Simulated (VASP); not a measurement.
# TaN (P-6m2) in VASP: notebook

TaN is run at these levels: PBE; tasks: single point.

Program: VASP 6.6.1. These are calculated values, not measurements. Logs are shortened: lines on timing, memory, paths and dates and some standing lists are left out, and cuts for length are marked.

## Step 1: The cell of the first run

It takes space group P-6m2 (No. 187, hexagonal). Conventional cell: a = 2.862 Å, b = 2.862 Å, c = 2.666 Å, α = 90.00°, β = 90.00°, γ = 120.00°. Within 2.9 Å of Ta (site symmetry -6m2) lie 6 N at 2.12 Å and 8 Ta at 2.67 to 2.86 Å. N (site symmetry -6m2) has 6 Ta at 2.12 Å and 8 N at 2.67 to 2.86 Å within 2.9 Å.

## Step 2: Single point, PBE

File INCAR:

```
SYSTEM = TaN
PREC = Accurate
ENCUT = 520
EDIFF = 1E-6
ISMEAR = 0
SIGMA = 0.15
LREAL = .False.
LASPH = .True.
NELM = 80
ALGO = Normal
ISIF = 2
LWAVE = .False.
LCHARG = .True.
GGA = PE
LELF = .True.
LVHAR = .True.
NBANDS = 15
```

File KPOINTS:

```
Automatic mesh
0
Gamma
  18 18 16
  0 0 0
```

File POSCAR:

```
TaN
1.0
    2.8617000000      0.0000000000      0.0000000000
   -1.4308500000      2.4783048980      0.0000000000
    0.0000000000      0.0000000000      2.6660000000
Ta N
1 1
Direct
    0.3333333333      0.6666666667      0.5000000000
    0.0000000000      0.0000000000      0.0000000000
```

Potentials or basis: VASP PAW PBE potentials, release 64 (Ta_pv, N).

Launch:

```bash
> cat potpaw_PBE.64/Ta_pv/POTCAR potpaw_PBE.64/N/POTCAR > POTCAR
> mpirun -np 1 vasp_std > vasp.out
```

OUTCAR:

```text
SYSTEM = TaN
   PREC = Accurate
   ENCUT = 520
   EDIFF = 1E-6
   ISMEAR = 0
   LREAL = .False.
   LASPH = .True.
   NELM = 80
   ISIF = 2
   GGA = PE

 ion  position               nearest neighbor table
   1  0.333  0.667  0.500-   2 2.12   2 2.12   2 2.12   2 2.12   2 2.12   2 2.12
   2  0.000  0.000  0.000-   1 2.12   1 2.12   1 2.12   1 2.12   1 2.12   1 2.12

  LATTYP: Found a hexagonal cell.
 ALAT       =     2.8617000000
 C/A-ratio  =     0.9316140755

  Lattice vectors:

 A1 = (   2.8617000000,   0.0000000000,   0.0000000000)
 A2 = (  -1.4308500000,   2.4783048980,   0.0000000000)
 A3 = (   0.0000000000,   0.0000000000,   2.6660000000)

Analysis of symmetry for initial positions (statically):
=====================================================================
 Subroutine PRICEL returns:
 Original cell was already a primitive cell.

 Routine SETGRP: Setting up the symmetry group for a
 hexagonal supercell.

 Subroutine GETGRP returns: Found 12 space group operations
 (whereof 12 operations were pure point group operations)
 out of a pool of 24 trial point group operations.

The static configuration has the point symmetry D_3h.

Analysis of symmetry for dynamics (positions and initial velocities):
=====================================================================
 Subroutine PRICEL returns:
 Original cell was already a primitive cell.

 Routine SETGRP: Setting up the symmetry group for a
 hexagonal supercell.

 Subroutine GETGRP returns: Found 12 space group operations
 (whereof 12 operations were pure point group operations)
 out of a pool of 24 trial point group operations.

The dynamic configuration has the point symmetry D_3h.

 Subroutine INISYM returns: Found 12 space group operations
 (whereof 12 operations are pure point group operations),
 and found     1 'primitive' translations

----------------------------------------------------------------------------------------

                                     Primitive cell

  volume of cell :      18.9077

  direct lattice vectors                    reciprocal lattice vectors
     2.861700000  0.000000000  0.000000000     0.349442639  0.201750802  0.000000000
    -1.430850000  2.478304898  0.000000000     0.000000000  0.403501603  0.000000000
     0.000000000  0.000000000  2.666000000     0.000000000  0.000000000  0.375093773

  length of vectors
     2.861700000  2.861700000  2.666000000     0.403501603  0.403501603  0.375093773

  position of ions in fractional coordinates (direct lattice)
     0.333333333  0.666666667  0.500000000
     0.000000000  0.000000000  0.000000000

[... 89 lines left out ...]
   EMIN   =  10.00;   EMAX   =-10.00  energy-range for DOS
   EFERMI =   0.00;   METHOD = LEGACY
   ISMEAR =     0;   SIGMA  =   0.15  broadening in eV -4-tet -1-fermi 0-gaus
   EFERMI_NEDOS =   21; number of points for ismear=-14 and -15
   IALGO  =     38    algorithm
   IMIX   =      4    mixing-type and parameters
     AMIX     =   0.40;   BMIX     =  1.00
     AMIX_MAG =   1.60;   BMIX_MAG =  1.00
  volume/ion in A,a.u.               =       9.45        63.80
  Fermi-wavevector in a.u.,A,eV,Ry     =   1.548467  2.926177 32.623351  2.397749
  Thomas-Fermi vector in A             =   2.653413
   LORBIT       =      0    0 simple, 1 ext, 2 COOP (PROOUT), +10 PAW based schemes
   GGA     = PE    functional components
   LHFCALC =     F    Hartree Fock is set to
   AEXX    =    0.0000 exact exchange contribution
   IVDW    =     0    specifies the selected vdW correction
   LEPSILON=     F    determine dielectric tensor
   LRPA    =     F    only Hartree local field effects (RPA)
 non-spin polarized calculation
 Gauss-broadening in eV      SIGMA  =   0.15
  energy-cutoff  :      520.00
  volume of cell :       18.91
 maximum number of plane-waves:       526
 NGX is ok and might be reduce to    24
   NGX = 11   NGY = 11   NGZ =  9

 number of electron      15.9999995 magnetization

 Free energy of the ion-electron system (eV)
  ---------------------------------------------------
  ext. energy  EPLUGINS =         0.00000000
  ---------------------------------------------------
  free energy    TOTEN  =       -21.76241148 eV

  energy without entropy =      -21.76080897  energy(sigma->0) =      -21.76161022

 E-fermi :   9.7611     XC(G=0): -14.0699

 val. band max:        9.7458247878   @ k =   0.0556  -0.0000   0.5000
 cond. band min:       9.7699549155   @ k =   0.0556  -0.0000   0.3750
 fundamental gap:      0.0241301277
 Fermi energy:         9.7610691569

 k-point     1 :       0.0000    0.0000    0.0000
  band No.  band energies     occupation
      1     -24.5732      2.00000
      2     -24.5268      2.00000
      3     -24.5268      2.00000
      4      -9.1495      2.00000
      5       4.0692      2.00000
      6       4.0692      2.00000
      7       4.8922      2.00000
      8       6.9996      2.00000
      9      12.4318      0.00000
     10      14.2694      0.00000
     11      14.2694      0.00000
     12      14.6670      0.00000
     13      14.6670      0.00000
     14      23.5382      0.00000
[... 401 lines left out ...]
      2     -24.9487      2.00000
      3     -24.3792      2.00000
      4      -6.4183      2.00000
      5       0.8250      2.00000
      6       4.4364      2.00000
      7       4.8830      2.00000
      8       6.9253      2.00000
      9      12.8346      0.00000
     10      12.9213      0.00000
     11      14.9560      0.00000
     12      16.9880      0.00000
     13      19.8527      0.00000
     14      23.4166      0.00000
     15      23.7257      0.00000

 [... further k-points ...]

------------------------ aborting loop because EDIFF is reached ----------------------------------------

  FORCE on cell =-STRESS in cart. coord.  units (eV):
  Direction    XX          YY          ZZ          XY          YZ          ZX
  --------------------------------------------------------------------------------------
  -------------------------------------------------------------------------------------
  Total        6.2764906      6.2764906     12.5489317      0.0000000      0.0000000      0.0000000
  in kB      531.8491668    531.8491668   1063.3551864      0.0000000      0.0000000      0.0000000
  external PRESSURE =     709.0178400 kB  Pullay stress =       0.0000000 kB

 VOLUME and BASIS-vectors are now :
 -----------------------------------------------------------------------------
  energy-cutoff  :      520.00
  volume of cell :       18.91
      direct lattice vectors                 reciprocal lattice vectors
     2.861700000  0.000000000  0.000000000     0.349442639  0.201750802  0.000000000
    -1.430850000  2.478304898  0.000000000     0.000000000  0.403501603  0.000000000
     0.000000000  0.000000000  2.666000000     0.000000000  0.000000000  0.375093773

 POSITION                                       TOTAL-FORCE (eV/Angst)
 -----------------------------------------------------------------------------------
     -0.00000      1.65220      1.33300         0.000000      0.000000      0.000000
      0.00000      0.00000      0.00000        -0.000000     -0.000000      0.000000
 -----------------------------------------------------------------------------------
    total drift:                                0.000000     -0.000000     -0.000000

  FREE ENERGIE OF THE ION-ELECTRON SYSTEM (eV)
  ---------------------------------------------------
  free  energy   TOTEN  =       -21.7624114800 eV

  energy  without entropy=      -21.7608089661  energy(sigma->0) =      -21.76161022
```

Run time: 27 s. Hardware: 1 thread of Intel Xeon 6975P-C (Granite Rapids), shared host; peak memory 0.21 GiB.

Results:

* Free energy: -21.7624 eV
* Pressure: 70.9 GPa
* Band gap on the k mesh: zero (bands 8 and 9 overlap by 0.34 eV)

Stress tensor (GPa, compression positive):
```
 53.18   0.00   0.00
  0.00  53.18   0.00
  0.00   0.00 106.34
```

Levels at points of the mesh, in eV from the Fermi level:
```tsv
k point	band 4	band 5	band 6	band 7	band 8	band 9	band 10	band 11	band 12	band 13
(0.00, 0.00, 0.00)	-18.91	-5.69	-5.69	-4.87	-2.76	2.67	4.51	4.51	4.91	4.91
(0.50, 0.00, 0.00)	-16.22	-9.10	-5.39	-4.12	-3.74	3.82	4.17	5.81	6.32	9.05
(0.00, 0.00, 0.50)	-15.25	-10.23	-4.77	-4.77	-0.14	-0.14	3.22	3.22	3.49	9.12
(0.50, 0.00, 0.50)	-16.79	-8.21	-6.93	-6.65	0.08	5.01	6.01	7.61	8.12	12.44
```

Caveat: the stress differs along the axes, from 53 to 106 GPa; spin-orbit coupling is left out, which moves the levels of the heavy elements.

(Part 1 of 2 ends here.)

The gap in the log of VASP goes by the Fermi energy; the results here count the filled bands.